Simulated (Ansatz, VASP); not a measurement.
Sn: VASP beside Ansatz

Contents of INCAR:

```
PREC = Accurate
ENCUT = 520
EDIFF = 1E-6
ISMEAR = -1
SIGMA = 0.05
LREAL = False
LASPH = True
NELM = 60
ALGO = Normal
ISIF = 2
LWAVE = False
LCHARG = False
NBANDS = 21
```

The input KPOINTS:

```
Automatic mesh
0
Gamma
  15 15 15
```

The input POSCAR:

```
Sn
1.0
   -2.8764417908      2.8764417908      1.5691520944
    2.8764417908     -2.8764417908      1.5691520944
    2.8764417908      2.8764417908     -1.5691520944
Sn
2
Direct
    0.0000000000      0.0000000000      0.0000000000
    0.7500000000      0.2500000000      0.5000000000
```

Input for Ansatz:

```yaml
crystal:
  lattice:
    - [-2.8764417908, 2.8764417908, 1.5691520944]
    - [2.8764417908, -2.8764417908, 1.5691520944]
    - [2.8764417908, 2.8764417908, -1.5691520944]
  atoms:
    - { symbol: Sn, position: [0.0, 0.0, 0.0] }
    - { symbol: Sn, position: [0.75, 0.25, 0.5] }
kpoints:
  mp_grid: { grid: [15, 15, 15] }
  band_path:
    path:
      - [0.0, 0.0, 0.0]
      - [0.0, 0.0, 0.5]
      - [-0.5, 0.5, 0.5]
      - [0.0, 0.0, 0.0]
      - [0.3243975974, 0.3243975974, -0.3243975974]
      - [-0.3243975974, 0.6756024026, 0.3243975974]
      - [-0.5, 0.5, 0.5]
      - [0.0, 0.0, 0.5]
      - [0.25, 0.25, 0.25]
    npoints: 5
scf:
  occupations: { method: fermi_dirac, width: 0.05 }
hamiltonian:
  xc: lda
  pseudopotentials: { kind: all_electron, lapw: { basis_error: 0.0005 } }
output:
  forces: true
  stress: true
  eigenvalues: true
```

Change from the starting cell: volume scaled by 0.96.

Alike in both runs: task single point; functional LDA; k mesh 15 × 15 × 15; occupations fermi-dirac, width 0.05 eV; no spin polarisation.

|  | VASP | Ansatz |
| --- | --- | --- |
| version | VASP 6.6.1 | Ansatz 0.2.0 |
| potentials or method | VASP PAW LDA potentials, release 64 (Sn_d), cutoff 520 eV | all-electron LAPW, scalar-relativistic |

VASP gave:

- pressure (GPa): 0.5
- traceless stress, the component that is largest in VASP (GPa): -0.69

Which values does Ansatz return?

Pressure (GPa): 0.5; traceless stress, the component that is largest in VASP (GPa): -0.72.

LDA's correlation is that of Perdew and Zunger in VASP and of Perdew and Wang (1992) in Ansatz. Ansatz ran all-electron here, and VASP with PAW potentials.
